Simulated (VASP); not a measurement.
# MnNbO6 (R-3) in VASP: single point with r2SCAN

Aim: the single point of MnNbO6 with r2SCAN.

All numbers are computed with VASP 6.6.1; they aren't measurements. Logs are shortened: lines on timing, memory, paths and dates and some standing lists are left out, and cuts for length are marked.

### Step 1. The cell of the first run

The structure is trigonal, space group R-3 (No. 148). Conventional cell: a = 5.051 Å, b = 5.051 Å, c = 13.505 Å, α = 90.00°, β = 90.00°, γ = 120.00°. Within 2.6 Å of Mn (site symmetry -3) lie 6 O at 1.98 Å. Nb (site symmetry -3) has 6 O at 1.85 Å within 2.5 Å. Within 2.9 Å of O (site symmetry 1) lie 1 Nb at 1.85 Å and 1 Mn at 1.98 Å and 8 O at 2.58 to 2.82 Å.

### Step 2. Single point, r2SCAN

Contents of POSCAR:

```
MnNbO6
1.0
    5.0508100000      0.0000000000      0.0000000000
   -2.5254050000      4.3741330000      0.0000000000
    0.0000000000     -2.9160860000      4.5018050000
Mn Nb O
1 1 6
Direct
    0.5000000000      0.0000000000      0.5000000000
    0.0000000000      0.0000000000      0.0000000000
    0.3427000000      0.4819000000      0.2427000000
    0.7608000000      0.1035000000      0.2427000000
    0.1392000000      0.9000000000      0.2427000000
    0.6573000000      0.5181000000      0.7573000000
    0.2392000000      0.8965000000      0.7573000000
    0.8608000000      0.1000000000      0.7573000000
```

Contents of INCAR.step1:

```
SYSTEM = MnNbO6
PREC = Accurate
ENCUT = 660
ISMEAR = -1
SIGMA = 0.1401
LREAL = .FALSE.
LASPH = .TRUE.
NELM = 120
NBANDS = 41
GGA = PE
ALGO = Normal
EDIFF = 1E-5
LWAVE = .TRUE.
LCHARG = .FALSE.
GGA_COMPAT = .FALSE.
```

Contents of INCAR.step2:

```
SYSTEM = MnNbO6
PREC = Accurate
ENCUT = 660
EDIFF = 1E-6
ISMEAR = -1
SIGMA = 0.1401
LREAL = .FALSE.
LASPH = .TRUE.
NELM = 120
ALGO = Normal
ISIF = 2
LWAVE = .FALSE.
LCHARG = .FALSE.
METAGGA = R2SCAN
LMIXTAU = .TRUE.
NBANDS = 41
ISTART = 1
GGA_COMPAT = .FALSE.
```

Contents of KPOINTS:

```
Automatic mesh
0
G
  6 6 6
  0 0 0
```

Potentials or basis: VASP PAW PBE potentials, release 64 (Mn_pv, Nb_sv, O).

Command:

```
> cat potpaw_PBE.64/Mn_pv/POTCAR potpaw_PBE.64/Nb_sv/POTCAR potpaw_PBE.64/O/POTCAR > POTCAR
> cp INCAR.step1 INCAR
> mpirun -np 1 vasp_std > vasp.out
> cp INCAR.step2 INCAR
> mpirun -np 1 vasp_std > vasp.out
```

OUTCAR:

```text
SYSTEM = MnNbO6
   PREC = Accurate
   ENCUT = 660
   EDIFF = 1E-6
   ISMEAR = -1
   LREAL = .FALSE.
   LASPH = .TRUE.
   NELM = 120
   ISIF = 2
   METAGGA = R2SCAN
   ISTART = 1

 ion  position               nearest neighbor table
   1  0.500  0.000  0.500-   5 1.98   8 1.98   7 1.98   4 1.98   6 1.98   3 1.98
   2  0.000  0.000  0.000-   4 1.85   7 1.85   5 1.85   8 1.85   3 1.85   6 1.85
   3  0.343  0.482  0.243-   2 1.85   1 1.98
   4  0.761  0.103  0.243-   2 1.85   1 1.98
   5  0.139  0.900  0.243-   2 1.85   1 1.98
   6  0.657  0.518  0.757-   2 1.85   1 1.98
   7  0.239  0.897  0.757-   2 1.85   1 1.98
   8  0.861  0.100  0.757-   2 1.85   1 1.98

  LATTYP: Found a trigonal (rhomboedric) cell.
 ALAT       =     5.3637492314
 COS(alpha) =     0.5566410161

  Lattice vectors:

 A1 = (   0.0000000000,  -2.9160860000,   4.5018050000)
 A2 = (   2.5254050000,   1.4580470000,   4.5018050000)
 A3 = (  -2.5254050000,   1.4580470000,   4.5018050000)

Analysis of symmetry for initial positions (statically):
=====================================================================
 Subroutine PRICEL returns:
 Original cell was already a primitive cell.

 Routine SETGRP: Setting up the symmetry group for a
 trigonal (rhombohedral) supercell.

 Subroutine GETGRP returns: Found  6 space group operations
 (whereof  6 operations were pure point group operations)
 out of a pool of 12 trial point group operations.

The static configuration has the point symmetry S_6 .

Analysis of symmetry for dynamics (positions and initial velocities):
=====================================================================
 Subroutine PRICEL returns:
 Original cell was already a primitive cell.

 Routine SETGRP: Setting up the symmetry group for a
 trigonal (rhombohedral) supercell.

 Subroutine GETGRP returns: Found  6 space group operations
 (whereof  6 operations were pure point group operations)
 out of a pool of 12 trial point group operations.

The dynamic configuration has the point symmetry S_6 .

 Subroutine INISYM returns: Found  6 space group operations
 (whereof  6 operations are pure point group operations),
 and found     1 'primitive' translations

----------------------------------------------------------------------------------------

                                     Primitive cell

  volume of cell :      99.4580

  direct lattice vectors                    reciprocal lattice vectors
     5.050810000  0.000000000  0.000000000     0.197988045  0.114308367  0.074044306
    -2.525405000  4.374133000  0.000000000     0.000000000  0.228616734  0.148088613
     0.000000000 -2.916086000  4.501805000     0.000000000  0.000000000  0.222133122

  length of vectors
     5.050810000  5.050812798  5.363749231     0.240308610  0.272389148  0.222133122

  position of ions in fractional coordinates (direct lattice)
     0.500000000  0.000000000  0.500000000
     0.000000000  0.000000000  0.000000000
     0.342700000  0.481900000  0.242700000
     0.760800000  0.103500000  0.242700000
     0.139200000  0.900000000  0.242700000
     0.657300000  0.518100000  0.757300000
     0.239200000  0.896500000  0.757300000
     0.860800000  0.100000000  0.757300000

  ion indices of the primitive-cell ions
   primitive index   ion index
                 1           1
                 2           2
                 3           3
                 4           4
                 5           5
                 6           6
                 7           7
                 8           8

----------------------------------------------------------------------------------------

 KPOINTS: Automatic mesh

Automatic generation of k-mesh.
 Grid dimensions read from file:
 generate k-points for:    6    6    6

 Generating k-lattice:

  Cartesian coordinates                     Fractional coordinates (reciprocal lattice)
     0.032998008  0.019051394  0.012340718     0.166666667  0.000000000 -0.000000000
     0.000000000  0.038102789  0.024681435     0.000000000  0.166666667 -0.000000000
     0.000000000  0.000000000  0.037022187     0.000000000  0.000000000  0.166666667

  Length of vectors
     0.040051435  0.045398191  0.037022187

  Shift w.r.t. Gamma in fractional coordinates (k-lattice)
     0.000000000  0.000000000  0.000000000

 Subroutine IBZKPT returns following result:
 ===========================================

 Found     40 irreducible k-points:

 Following reciprocal coordinates:
            Coordinates               Weight
  0.000000  0.000000  0.000000      1.000000
  0.166667  0.000000  0.000000      6.000000
  0.333333 -0.000000  0.000000      6.000000
  0.500000  0.000000  0.000000      3.000000
  0.000000  0.166667  0.000000      6.000000
  0.166667  0.166667  0.000000      6.000000
[... 16 lines left out ...]
  0.000000  0.166667  0.166667      6.000000
  0.166667  0.166667  0.166667      6.000000
 [... further k-points ...]
   k-points           NKPTS =     40   k-points in BZ     NKDIM =     40   number of bands    NBANDS=     41
   number of dos      NEDOS =    301   number of ions     NIONS =      8
   total plane-waves  NPLWV =  84672
   dimension x,y,z NGX =    42 NGY =   42 NGZ =   48
   dimension x,y,z NGXF=    84 NGYF=   84 NGZF=   96
   ions per type =               1   1   6
   NGX,Y,Z   is equivalent  to a cutoff of  13.82, 13.82, 14.88 a.u.
   NGXF,Y,Z  is equivalent  to a cutoff of  27.65, 27.65, 29.75 a.u.
 SYSTEM =  MnNbO6
   PREC   = accura    normal or accurate (medium, high low for compatibility)
   ISTART =      1    job   : 0-new  1-cont  2-samecut
   ICHARG =      0    charge: 1-file 2-atom 10-const
   ISPIN  =      1    spin polarized calculation?
   LNONCOLLINEAR =      F non collinear calculations
   LSORBIT =      F    spin-orbit coupling
   LASPH  =      T    aspherical Exc in radial PAW
   ENCUT  =  660.0 eV  48.51 Ry    6.96 a.u.  10.58 10.58 11.24*2*pi/ulx,y,z
   NELM   =    120;   NELMIN=  2; NELMDL=  0     # of ELM steps
   EDIFF  = 0.1E-05   stopping-criterion for ELM
   LREAL  =      F    real-space projection
   EDIFFG = 0.1E-04   stopping-criterion for IOM
   NSW    =      0    number of steps for IOM
   IBRION =     -1    ionic relax: 0-MD 1-quasi-New 2-CG
   NFREE  =      0    steps in history (QN), initial steepest desc. (CG)
   ISIF   =      2    stress and relaxation
   ISYM   =      2    0-nonsym 1-usesym 2-fastsym
   POTIM  = 0.5000    time-step for ionic-motion
   TEBEG  =    0.0;   TEEND  =   0.0 temperature during run
   PSTRESS=    0.0 pullay stress
   NELECT =      62.0000    total number of electrons
   NUPDOWN=      -1.0000    fix difference up-down
   EMIN   =  10.00;   EMAX   =-10.00  energy-range for DOS
   EFERMI =   0.00;   METHOD = LEGACY
   ISMEAR =    -1;   SIGMA  =   0.14  broadening in eV -4-tet -1-fermi 0-gaus
   EFERMI_NEDOS =   21; number of points for ismear=-14 and -15
   IALGO  =     38    algorithm
   IMIX   =      4    mixing-type and parameters
     AMIX     =   0.40;   BMIX     =  1.00
     AMIX_MAG =   1.60;   BMIX_MAG =  1.00
  volume/ion in A,a.u.               =      12.43        83.90
  Fermi-wavevector in a.u.,A,eV,Ry     =   1.398488  2.642760 26.609859  1.955769
  Thomas-Fermi vector in A             =   2.521641
   LORBIT       =      0    0 simple, 1 ext, 2 COOP (PROOUT), +10 PAW based schemes
   METAGGA = R2SCAN    functional components
   LHFCALC =     F    Hartree Fock is set to
   AEXX    =    0.0000 exact exchange contribution
   IVDW    =     0    specifies the selected vdW correction
   LEPSILON=     F    determine dielectric tensor
   LRPA    =     F    only Hartree local field effects (RPA)
 non-spin polarized calculation
  energy-cutoff  :      660.00
  volume of cell :       99.46
 maximum number of plane-waves:      3850
   NGX = 21   NGY = 21   NGZ = 23

 number of electron      62.0000008 magnetization

 Free energy of the ion-electron system (eV)
  ---------------------------------------------------
  ext. energy  EPLUGINS =         0.00000000
  ---------------------------------------------------
  free energy    TOTEN  =       -84.26812235 eV

  energy without entropy =      -83.80763954  energy(sigma->0) =      -84.03788094

 E-fermi :   1.0185     XC(G=0): -10.8187

 val. band max:        1.0128974646   @ k =   0.1667   0.3333   0.0000
 cond. band min:       1.0231937702   @ k =   0.3333   0.1667   0.5000
 fundamental gap:      0.0102963056
 Fermi energy:         1.0184546705

 k-point     1 :       0.0000    0.0000    0.0000
  band No.  band energies     occupation
      1     -54.3076      2.00000
      2     -49.9465      2.00000
      3     -49.9377      2.00000
      4     -49.9377      2.00000
      5     -30.2077      2.00000
      6     -30.1828      2.00000
[... 33 lines left out ...]
     40       9.9968      0.00000
     41      13.0901      0.00000

 k-point     2 :       0.1667    0.0000    0.0000
  band No.  band energies     occupation
      1     -54.3075      2.00000
      2     -49.9465      2.00000
      3     -49.9377      2.00000
      4     -49.9377      2.00000
      5     -30.2078      2.00000
      6     -30.1847      2.00000
[... 33 lines left out ...]
     40      10.3912      0.00000
     41      13.0106      0.00000

 k-point     3 :       0.3333   -0.0000    0.0000
  band No.  band energies     occupation
      1     -54.3075      2.00000
      2     -49.9465      2.00000
      3     -49.9377      2.00000
      4     -49.9377      2.00000
      5     -30.2082      2.00000
      6     -30.1885      2.00000
[... 33 lines left out ...]
     40      11.3231      0.00000
     41      12.7171      0.00000

 k-point     4 :       0.5000    0.0000    0.0000
  band No.  band energies     occupation
      1     -54.3075      2.00000
      2     -49.9465      2.00000
      3     -49.9377      2.00000
      4     -49.9377      2.00000
      5     -30.2084      2.00000
      6     -30.1904      2.00000
[... 825 lines left out ...]
     40      11.2346      0.00000
     41      12.6914      0.00000

 k-point    23 :       0.0000    0.1667    0.1667
  band No.  band energies     occupation
      1     -54.3075      2.00000
      2     -49.9465      2.00000
      3     -49.9377      2.00000
      4     -49.9377      2.00000
      5     -30.2106      2.00000
      6     -30.1846      2.00000
[... 33 lines left out ...]
     40      11.0910      0.00000
     41      12.5981      0.00000

 k-point    24 :       0.1667    0.1667    0.1667
  band No.  band energies     occupation
      1     -54.3075      2.00000
      2     -49.9465      2.00000
      3     -49.9377      2.00000
      4     -49.9377      2.00000
      5     -30.2104      2.00000
      6     -30.1868      2.00000
[... 33 lines left out ...]
     40      11.4827      0.00000
     41      12.8062      0.00000

 [... further k-points ...]

------------------------ aborting loop because EDIFF is reached ----------------------------------------

  FORCE on cell =-STRESS in cart. coord.  units (eV):
  Direction    XX          YY          ZZ          XY          YZ          ZX
  --------------------------------------------------------------------------------------
  -------------------------------------------------------------------------------------
  Total        2.1309983      2.1310015      1.0365556     -0.0003873      0.0000006      0.0000000
  in kB       34.3284343     34.3284850     16.6979634     -0.0062395      0.0000099      0.0000000
  external PRESSURE =      28.4516276 kB  Pullay stress =       0.0000000 kB

 VOLUME and BASIS-vectors are now :
 -----------------------------------------------------------------------------
  energy-cutoff  :      660.00
  volume of cell :       99.46
      direct lattice vectors                 reciprocal lattice vectors
     5.050810000  0.000000000  0.000000000     0.197988045  0.114308367  0.074044306
    -2.525405000  4.374133000  0.000000000     0.000000000  0.228616734  0.148088613
     0.000000000 -2.916086000  4.501805000     0.000000000  0.000000000  0.222133122

 POSITION                                       TOTAL-FORCE (eV/Angst)
 -----------------------------------------------------------------------------------
      2.52541     -1.45804      2.25090         0.000000     -0.000000     -0.000000
      0.00000      0.00000      0.00000         0.000000     -0.000000     -0.000000
      0.51392      1.40016      1.09259         0.202305      5.040383      3.852210
      3.58128     -0.25501      1.09259        -4.466247     -2.344987      3.852210
     -1.56979      3.22899      1.09259         4.263942     -2.695389      3.852210
      2.01149      0.05789      3.40922        -0.202305     -5.040383     -3.852210
     -1.05587      1.71306      3.40922         4.466247      2.344987     -3.852210
      4.09520     -1.77094      3.40922        -4.263942      2.695389     -3.852210
 -----------------------------------------------------------------------------------
    total drift:                                0.000000      0.000000      0.000000

  FREE ENERGIE OF THE ION-ELECTRON SYSTEM (eV)
  ---------------------------------------------------
  free  energy   TOTEN  =       -84.2681223514 eV

  energy  without entropy=      -83.8076395380  energy(sigma->0) =      -84.03788094
```

Wall time 38 min (1 thread of Intel Xeon 8259CL, shared host); peak memory 0.45 GiB.

Results:

```
Free energy            : -84.2681 eV
Pressure               : 2.8 GPa
Largest force          : 6.347 eV/Å
Band gap on the k mesh : zero (bands 31 and 32 overlap by 0.02 eV)
```

Forces in eV/Å, atoms in the order of the input:
```
Mn   0.000  0.000  0.000
Nb   0.000  0.000  0.000
O    0.202  5.040  3.852
O   -4.466 -2.345  3.852
O    4.264 -2.695  3.852
O   -0.202 -5.040 -3.852
O    4.466  2.345 -3.852
O   -4.264  2.695 -3.852
```

Stress tensor (GPa, compression positive):
```
3.43 0.00 0.00
0.00 3.43 0.00
0.00 0.00 1.67
```

Caveat: the PAW data sets were made with another functional, which shifts forces and pressure a little; the run has no spin polarisation, though such a crystal can be magnetic.
